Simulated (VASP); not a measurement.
# Sb in VASP: single point with r2SCAN+rVV10

Aim: the single point of Sb with r2SCAN+rVV10.

Everything below comes from runs of VASP 6.6.1. Logs are shortened: lines on timing, memory, paths and dates and some standing lists are left out, and cuts for length are marked.

## Step 1: The cell of the first run

The cell holds a slab with vacuum, 6 atoms: a = 7.085 Å, b = 7.085 Å, c = 21.250 Å, α = 90.00°, β = 90.00°, γ = 120.00°.

## Step 2: Single point, r2SCAN+rVV10

POSCAR reads:

```
Sb
1.0
    7.0850829704      0.0000000000      0.0000000000
   -3.5425414852      6.1358618331      0.0000000000
    0.0000000000      0.0000000000     21.2500000000
Sb
6
Direct
    0.7777780000      0.5555560000      0.5838134156
    0.4473030740      0.8987615308      0.5821372103
    0.1187267230      0.2296637648      0.5817213990
    0.4444921846      0.2255856956      0.6605427758
    0.1172491106      0.5615508818      0.6582289916
    0.7819132028      0.8967067969      0.6571901734
```

INCAR.step1 reads:

```
SYSTEM = Sb
ALGO     = Normal         ! electronic algorithm
DIPOL    = 0.5 0.5 0.621
EDIFF    = 1E-5           ! SCF threshold, eV
ENCUT    = 440            ! plane-wave cutoff, eV
GGA      = PE             ! functional
GGA_COMPAT= .False.      
IDIPOL   = 3            
ISMEAR   = 0              ! smearing method
LASPH    = .True.         ! aspherical terms in the spheres
LCHARG   = .False.        ! write CHGCAR
LDIPOL   = .True.       
LREAL    = .False.        ! projectors in reciprocal space
LWAVE    = .True.         ! write WAVECAR
NBANDS   = 24             ! bands
NELM     = 120            ! most SCF steps
NELMDL   = -8           
PREC     = Accurate       ! precision mode
SIGMA    = 0.04           ! smearing width, eV
```

INCAR.step2 reads:

```
SYSTEM = Sb
ALGO     = Normal         ! electronic algorithm
BPARAM   = 11.95        
CPARAM   = 0.0093       
DIPOL    = 0.5 0.5 0.621
EDIFF    = 1E-6           ! SCF threshold, eV
ENCUT    = 440            ! plane-wave cutoff, eV
GGA_COMPAT= .False.      
IDIPOL   = 3            
ISIF     = 2              ! what is computed and relaxed
ISMEAR   = 0              ! smearing method
ISTART   = 1            
IVDW_NL  = 2            
LASPH    = .True.         ! aspherical terms in the spheres
LCHARG   = .False.        ! write CHGCAR
LDIPOL   = .True.       
LMIXTAU  = .True.       
LREAL    = .False.        ! projectors in reciprocal space
LUSE_VDW = .True.       
LWAVE    = .False.        ! write WAVECAR
METAGGA  = R2SCAN         ! meta-GGA
NBANDS   = 24             ! bands
NELM     = 120            ! most SCF steps
PREC     = Accurate       ! precision mode
SIGMA    = 0.04           ! smearing width, eV
```

KPOINTS reads:

```
k-points
0
Gamma
  6 6 1
  0 0 0
```

Potentials or basis: VASP PAW PBE potentials, release 64 (Sb).

Launch:

```console
$ cat potpaw_PBE.64/Sb/POTCAR > POTCAR
$ cp INCAR.step1 INCAR
$ mpirun -np 1 vasp_std > vasp.out
$ cp INCAR.step2 INCAR
$ mpirun -np 1 vasp_std > vasp.out
```

OUTCAR:

```text
SYSTEM = Sb
   BPARAM = 11.95
   EDIFF = 1E-6
   ENCUT = 440
   ISIF = 2
   ISMEAR = 0
   ISTART = 1
   IVDW_NL = 2
   LASPH = .True.
   LREAL = .False.
   METAGGA = R2SCAN
   NELM = 120
   PREC = Accurate

 ion  position               nearest neighbor table
   1  0.778  0.556  0.584-   4 2.86   5 2.86   6 2.86
   2  0.447  0.899  0.582-   4 2.86   6 2.86   5 2.86
   3  0.119  0.230  0.582-   5 2.86   4 2.86   6 2.86
   4  0.444  0.226  0.661-   1 2.86   2 2.86   3 2.86
   5  0.117  0.562  0.658-   1 2.86   3 2.86   2 2.86
   6  0.782  0.897  0.657-   2 2.86   3 2.86   1 2.86

  LATTYP: Found a hexagonal cell.
 ALAT       =     7.0850829704
 C/A-ratio  =     2.9992591602

  Lattice vectors:

 A1 = (   7.0850829704,   0.0000000000,   0.0000000000)
 A2 = (  -3.5425414852,   6.1358618331,   0.0000000000)
 A3 = (   0.0000000000,   0.0000000000,  21.2500000000)

Analysis of symmetry for initial positions (statically):
=====================================================================
 Subroutine PRICEL returns:
 Original cell was already a primitive cell.

 Routine SETGRP: Setting up the symmetry group for a
 hexagonal supercell.

 Subroutine GETGRP returns: Found  1 space group operations
 (whereof  1 operations were pure point group operations)
 out of a pool of 24 trial point group operations.

The static configuration has the point symmetry C_1 .

Analysis of symmetry for dynamics (positions and initial velocities):
=====================================================================
 Subroutine PRICEL returns:
 Original cell was already a primitive cell.

 Routine SETGRP: Setting up the symmetry group for a
 hexagonal supercell.

 Subroutine GETGRP returns: Found  1 space group operations
 (whereof  1 operations were pure point group operations)
 out of a pool of 24 trial point group operations.

The dynamic configuration has the point symmetry C_1 .

 Subroutine INISYM returns: Found  1 space group operations
 (whereof  1 operations are pure point group operations),
 and found     1 'primitive' translations

----------------------------------------------------------------------------------------

                                     Primitive cell

  volume of cell :     923.8032

  direct lattice vectors                    reciprocal lattice vectors
     7.085082970  0.000000000  0.000000000     0.141141608  0.081488145  0.000000000
    -3.542541485  6.135861833  0.000000000     0.000000000  0.162976290  0.000000000
     0.000000000  0.000000000 21.250000000     0.000000000  0.000000000  0.047058824
[... 99 lines left out ...]
   NUPDOWN=      -1.0000    fix difference up-down
   EMIN   =  10.00;   EMAX   =-10.00  energy-range for DOS
   EFERMI =   0.00;   METHOD = LEGACY
   ISMEAR =     0;   SIGMA  =   0.04  broadening in eV -4-tet -1-fermi 0-gaus
   EFERMI_NEDOS =   21; number of points for ismear=-14 and -15
   IALGO  =     38    algorithm
   IMIX   =      4    mixing-type and parameters
     AMIX     =   0.40;   BMIX     =  1.00
     AMIX_MAG =   1.60;   BMIX_MAG =  1.00
  volume/ion in A,a.u.               =     153.97      1039.02
  Fermi-wavevector in a.u.,A,eV,Ry     =   0.522302  0.987009  3.711668  0.272800
  Thomas-Fermi vector in A             =   1.541044
   LORBIT       =      0    0 simple, 1 ext, 2 COOP (PROOUT), +10 PAW based schemes
   METAGGA = R2SCAN    functional components
   LHFCALC =     F    Hartree Fock is set to
   AEXX    =    0.0000 exact exchange contribution
   IVDW_NL    =     2    kernel type
   BPARAM     =11.9500
   IVDW    =     0    specifies the selected vdW correction
   LEPSILON=     F    determine dielectric tensor
   LRPA    =     F    only Hartree local field effects (RPA)
 non-spin polarized calculation
 Gauss-broadening in eV      SIGMA  =   0.04
  energy-cutoff  :      440.00
  volume of cell :      923.80
 maximum number of plane-waves:     19396
   NGX = 25   NGY = 25   NGZ = 73

 dipolmoment           0.000000      0.000000     -0.000006 electrons x Angstroem

 number of electron      30.0000000 magnetization

 dipolmoment           0.000000      0.000000      0.000018 electrons x Angstroem

 Free energy of the ion-electron system (eV)
  ---------------------------------------------------
  ext. energy  EPLUGINS =         0.00000000
  ---------------------------------------------------
  free energy    TOTEN  =      -152.08372486 eV

  energy without entropy =     -152.08372486  energy(sigma->0) =     -152.08372486

 E-fermi :  -2.6826     XC(G=0):  -2.4894

 val. band max:       -2.8922302120   @ k =   0.0000   0.0000   0.0000
 cond. band min:      -1.3416974689   @ k =   0.3333   0.3333   0.0000
 fundamental gap:      1.5505327431
 Fermi energy:        -2.6825508631

 k-point     1 :       0.0000    0.0000    0.0000
  band No.  band energies     occupation
      1     -14.7438      2.00000
      2     -11.6902      2.00000
      3     -11.6802      2.00000
      4     -11.6741      2.00000
      5     -11.6644      2.00000
      6      -9.2537      2.00000
[... 529 lines left out ...]
     23       1.0705      0.00000
     24       1.1077      0.00000

------------------------ aborting loop because EDIFF is reached ----------------------------------------

 vacuum level on the upper side and lower side of the slab       (xc-potential included)         0.039         0.035

  FORCE on cell =-STRESS in cart. coord.  units (eV):
  Direction    XX          YY          ZZ          XY          YZ          ZX
  --------------------------------------------------------------------------------------
  -------------------------------------------------------------------------------------
  Total       -0.2573599     -0.2609781      0.4927763     -0.0005308      0.0057777      0.0032805
  in kB       -0.4463463     -0.4526215      0.8546356     -0.0009206      0.0100204      0.0056895
  external PRESSURE =      -0.0147774 kB  Pullay stress =       0.0000000 kB

 VOLUME and BASIS-vectors are now :
 -----------------------------------------------------------------------------
  energy-cutoff  :      440.00
  volume of cell :      923.80
      direct lattice vectors                 reciprocal lattice vectors
     7.085082970  0.000000000  0.000000000     0.141141608  0.081488145  0.000000000
    -3.542541485  6.135861833  0.000000000     0.000000000  0.162976290  0.000000000
     0.000000000  0.000000000 21.250000000     0.000000000  0.000000000  0.047058824

 POSITION                                       TOTAL-FORCE (eV/Angst)
 -----------------------------------------------------------------------------------
      3.54254      3.40881     12.40604        -0.004853      0.049747     -0.151313
     -0.01472      5.51468     12.37042         0.010023     -0.039127     -0.094968
      0.02760      1.40919     12.36158        -0.007092     -0.012691     -0.076109
      2.35012      1.38416     14.03653         0.005948      0.008245      0.069283
     -1.15860      3.44560     13.98737        -0.001786     -0.006143      0.117803
      2.36330      5.50207     13.96529        -0.002241     -0.000031      0.135304
 -----------------------------------------------------------------------------------
    total drift:                                0.000129      0.000046     -0.000149

  FREE ENERGIE OF THE ION-ELECTRON SYSTEM (eV)
  ---------------------------------------------------
  free  energy   TOTEN  =      -152.0837248604 eV

  energy  without entropy=     -152.0837248604  energy(sigma->0) =     -152.08372486

 vacuum level on the upper side and lower side of the slab         2.300         2.295
```

OSZICAR.step1:

```text
N       E                     dE             d eps       ncg     rms          rms(c)
DAV:   1     0.173908205035E+03    0.17391E+03   -0.69268E+03   960   0.702E+02
DAV:   2    -0.237796426196E+01   -0.17629E+03   -0.17059E+03  1536   0.130E+02
DAV:   3    -0.237398272117E+02   -0.21362E+02   -0.21216E+02  1256   0.509E+01
[... 12 lines left out ...]
DAV:  16    -0.242926702008E+02   -0.18568E-03   -0.10523E-05  1152   0.968E-03    0.347E-03
DAV:  17    -0.242928102783E+02   -0.14008E-03   -0.86248E-06  1072   0.887E-03    0.168E-03
DAV:  18    -0.242928452947E+02   -0.35016E-04   -0.48197E-07   944   0.256E-03    0.860E-04
DAV:  19    -0.242928779937E+02   -0.32699E-04   -0.10469E-06   936   0.228E-03    0.356E-04
DAV:  20    -0.242928851775E+02   -0.71838E-05   -0.28661E-07   792   0.129E-03
   1 F= -.24292885E+02 E0= -.24292885E+02  d E =-.334405E-11
```

Wall time 36 min (1 thread of AMD EPYC 9R45 (Zen 5), shared host); peak memory 2.1 GiB.

What came out:

- Free energy: -152.0837 eV
- Largest force: 0.159 eV/Å
- Band gap on the k mesh: 1.55 eV

Forces in eV/Å, atoms in the order of the input:
```
Sb  -0.005  0.050 -0.151
Sb   0.010 -0.039 -0.095
Sb  -0.007 -0.013 -0.076
Sb   0.006  0.008  0.069
Sb  -0.002 -0.006  0.118
Sb  -0.002  0.000  0.135
```

Levels at points of the mesh, in eV from the valence-band top:
```tsv
k point	band 12	band 13	band 14	band 15	band 16	band 17	band 18	band 19
(0.00, 0.00, 0.00)	-1.76	-0.54	0.00	0.00	1.78	1.78	2.01	3.05
(0.50, 0.00, 0.00)	-1.68	-1.45	-0.52	-0.41	1.90	2.51	2.55	2.80
(0.00, 0.50, 0.00)	-1.68	-1.45	-0.51	-0.41	1.90	2.51	2.55	2.80
(0.50, 0.50, 0.00)	-1.68	-1.45	-0.48	-0.45	1.90	2.52	2.54	2.80
```

Caveat: the PAW data sets were made with another functional, which shifts forces and pressure a little; spin-orbit coupling is left out, which moves the levels of the heavy elements.
